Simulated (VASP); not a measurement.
**SiC2: single point with r2SCAN**

The system is SiC2.

```
C Si
1.0
     2.93757    0.00000    0.00000
    -1.46878    2.54401    0.00000
     0.00000    0.00000    7.22610
C Si
4 2
Direct
  0.00000 0.00000 0.88865
  0.66667 0.33333 0.53529
  0.33333 0.66667 0.46471
  0.00000 0.00000 0.11135
  0.33333 0.66667 0.20369
  0.66667 0.33333 0.79631
```

```json
{
  "Program": "VASP 6.6.1",
  "Task": "single point",
  "Functional": "r2SCAN",
  "Potentials or basis": "VASP PAW PBE potentials, release 64 (C, Si)",
  "Cutoff": "520 eV",
  "k mesh": "12 × 12 × 4",
  "Occupations": "fermi-dirac, width 0.02 eV",
  "Spin": "no spin polarisation"
}
```

- Pressure: -0.1 GPa
- Largest force: 0.038 eV/Å
- Band gap on the k mesh: 1.87 eV (least direct gap 2.28 eV)

Forces in eV/Å, atoms in the order of the input:
```
C    0.000  0.000 -0.038
C    0.000  0.000  0.022
C    0.000  0.000 -0.022
C    0.000  0.000  0.038
Si   0.000  0.000 -0.012
Si   0.000  0.000  0.012
```

Stress tensor (GPa, compression positive):
```
-0.09  0.00  0.00
 0.00 -0.09  0.00
 0.00  0.00 -0.25
```

Levels at points of the mesh, in eV from the valence-band top:
```csv
k point,band 9,band 10,band 11,band 12,band 13,band 14,band 15,band 16
"(0.00, 0.00, 0.00)",-2.72,-0.64,0.00,0.00,2.28,3.97,3.97,4.33
"(0.50, 0.00, 0.00)",-4.77,-4.32,-4.12,-2.01,1.95,2.27,3.50,5.15
"(0.00, 0.00, 0.50)",-2.61,-2.47,-0.08,-0.08,2.40,4.10,4.10,4.59
"(0.50, 0.00, 0.50)",-5.18,-4.65,-2.83,-1.75,2.26,2.91,3.90,5.30
```

It took 110 s on 1 thread of Intel(R) Xeon(R) 6975P-C (Granite Rapids) (shared host), peak memory 0.21 GiB.

Caveat: the PAW data sets were made with another functional, which shifts forces and pressure a little. A k mesh can miss the band edges.
